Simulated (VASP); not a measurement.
Write the native input for VASP 6.6.1 that does the following.

```yaml
Task: single point
Functional: PBE
Potentials_or_basis: VASP PAW PBE potentials, release 64 (Au)
Cutoff: 520 eV
k_mesh: 8 × 8 × 17
Occupations: gaussian, width 0.1 eV
Spin: no spin polarisation
Dipole_correction: no
Further_INCAR_settings: ALGO = Fast; EDIFF = 1e-06; NBANDS = 18; ISYM = 0
```

The structure of Au lies in POSCAR:

```
Au
1.0
    4.2141611913      0.0000000000      0.0195493587
    0.0000000000      4.2142065355      0.0000000000
   -2.0975909558      0.0000000000      2.0217785874
Au
2
Direct
    0.0000000000      0.0000000000      0.0000000000
    0.5000000000      0.5000000000      0.0000000000
```

One way to write it, as run:

INCAR

```
ALGO     = Fast           # electronic algorithm
EDIFF    = 1E-6           # SCF threshold, eV
ENCUT    = 520            # plane-wave cutoff, eV
GGA      = PE             # functional
ISIF     = 2              # what is computed and relaxed
ISMEAR   = 0              # smearing method
ISYM     = 0            
LASPH    = T              # aspherical terms in the spheres
LCHARG   = F              # write CHGCAR
LREAL    = F              # projectors in reciprocal space
LWAVE    = F              # write WAVECAR
NBANDS   = 18             # bands
NELM     = 100            # most SCF steps
PREC     = Accurate       # precision mode
SIGMA    = 0.1            # smearing width, eV
```

KPOINTS

```
k-points
0
Gamma
  8 8 17
```

Potentials or basis: VASP PAW PBE potentials, release 64 (Au).

Run with:

```bash
$ cat potpaw_PBE.64/Au/POTCAR > POTCAR
$ mpirun -np 1 vasp_std > vasp.out
```

It gave:

```
Pressure               : -0.5 GPa
Band gap on the k mesh : zero (bands 11 and 12 overlap by 6.80 eV)
```

Caveat: spin-orbit coupling is left out, which moves the levels of the heavy elements.

Run time: 2.2 min on 1 thread of Intel(R) Xeon(R) 6975P-C (Granite Rapids), with other jobs on the host, peak memory 0.4 GiB.
